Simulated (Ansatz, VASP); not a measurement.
## One calculation of AlNi3, two programs

The input INCAR:

```
PREC = Accurate
ENCUT = 600
EDIFF = 1E-6
ISMEAR = 0
SIGMA = 0.1
LREAL = F
LASPH = T
NELM = 200
ALGO = Normal
ISIF = 2
LWAVE = F
LCHARG = F
ISPIN = 2
MAGMOM = -0.02 0.5 0.5 0.5
LORBIT = 11
LMAXMIX = 4
GGA = PE
NBANDS = 28
GGA_COMPAT = F
```

The input KPOINTS:

```
regular mesh
0
Gamma
  2 2 2
```

File POSCAR:

```
AlNi3
1.0
    3.5230547267      0.0000000000      0.0000000000
    0.0000000000      3.5230547267      0.0000000000
    0.0000000000      0.0000000000      3.5230547267
Al Ni
1 3
Direct
    0.0000000000      0.0000000000      0.0000000000
    0.0000000000      0.5000000000      0.5000000000
    0.5000000000      0.0000000000      0.5000000000
    0.5000000000      0.5000000000      0.0000000000
```

Input for Ansatz:

```yaml
crystal:
  lattice:
    - [3.5230547267, 0.0, 0.0]
    - [0.0, 3.5230547267, 0.0]
    - [0.0, 0.0, 3.5230547267]
  atoms:
    - { symbol: Al, position: [0.0, 0.0, 0.0] }
    - { symbol: Ni, position: [0.0, 0.5, 0.5] }
    - { symbol: Ni, position: [0.5, 0.0, 0.5] }
    - { symbol: Ni, position: [0.5, 0.5, 0.0] }
basis:
  ecutwfc: 420
kpoints:
  mp_grid: { grid: [2, 2, 2] }
hamiltonian:
  xc: pbe
scf:
  occupations: { method: gaussian, width: 0.1 }
  max_iter: 91
output:
  forces: true
  stress: true
  eigenvalues: true
accuracy: medium
magnetization:
  spin_polarized: true
  initial_magnetization: 3.0
```

Alike in both runs: task single point; functional PBE; k mesh 2 × 2 × 2; occupations gaussian, width 0.1 eV; collinear spin.

```csv
,VASP,Ansatz
version,VASP 6.6.1,Ansatz 0.2.0
potentials or method,"VASP PAW PBE potentials, release 64 (Al, Ni), cutoff 600 eV","scalar-relativistic, plane waves, PAW"
valence electrons in the cell,33,57
```

|  | VASP | Ansatz | Ansatz less VASP |
| --- | --- | --- | --- |
| gap on the k mesh at the Fermi level (eV) | none | none | - |
| pressure (GPa) | 6.5 | 6.7 | +0.16 |
| net moment per atom (μB) | 0.31 | 0.31 | +0.001 |
| size of the moment on the site where the two differ most (μB) | 0.43 | 0.45 | +0.018 |

Site moments also hang on the region over which each program counts them. A gap of «none» marks a metal or a gap that the smearing closes. VASP's potentials hold 33 valence electrons a cell and Ansatz's 57, so a difference there can come from the potentials and not from the codes.

The k mesh is coarse, so the values compare programs but aren't converged.
